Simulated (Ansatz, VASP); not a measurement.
**Two plane-wave programs on Ag**

The input INCAR:

```
  PREC = Accurate
  ENCUT = 520
  EDIFF = 1E-7
  ISMEAR = -1
  SIGMA = 0.15
  LREAL = F
  LASPH = T
  NELM = 100
  ALGO = Normal
  ISIF = 2
  LWAVE = F
  LCHARG = F
  GGA = PS
  NBANDS = 12
```

KPOINTS

```
regular mesh
0
Gamma
  20 20 20
```

The input POSCAR:

```
Ag
1.0
   -1.6018794978      1.6018794978      1.6018794978
    1.6018794978     -1.6018794978      1.6018794978
    1.6018794978      1.6018794978     -1.6018794978
Ag
1
Direct
    0.0000000000      0.0000000000      0.0000000000
```

Input for Ansatz:

```yaml
crystal:
  lattice:
    - [-1.6018794978, 1.6018794978, 1.6018794978]
    - [1.6018794978, -1.6018794978, 1.6018794978]
    - [1.6018794978, 1.6018794978, -1.6018794978]
  atoms:
    - { symbol: Ag, position: [0.0, 0.0, 0.0] }
basis:
  ecutwfc: 420
kpoints:
  mp_grid: { grid: [20, 20, 20] }
hamiltonian:
  xc: pbesol
scf:
  occupations: { method: fermi_dirac, width: 0.15 }
output:
  forces: true
  stress: true
  eigenvalues: true
```

Alike in both runs: task single point; functional PBEsol; k mesh 20 × 20 × 20; occupations fermi-dirac, width 0.15 eV; no spin polarisation.

|  | VASP | Ansatz |
| --- | --- | --- |
| version | VASP 6.6.1 | Ansatz 0.2.0 |
| potentials or method | VASP PAW PBE potentials, release 64 (Ag), cutoff 520 eV | scalar-relativistic, plane waves, PAW |
| valence electrons in the cell | 11 | 19 |

Ansatz gave:

| Item | Value |
| --- | --- |
| gap on the k mesh at the Fermi level (eV) | none |
| pressure (GPa) | 2.5 |

Task: Which values does VASP return?

Result: gap on the k mesh at the Fermi level (eV): none; pressure (GPa): 2.2.

VASP's potentials were made for PBE, not for PBEsol. A gap of «none» marks a metal or a gap that the smearing closes. With one functional, cell and mesh, what is left measures potentials, basis and numerics. VASP's potentials hold 11 valence electrons a cell and Ansatz's 19, so a difference there can come from the potentials and not from the codes.
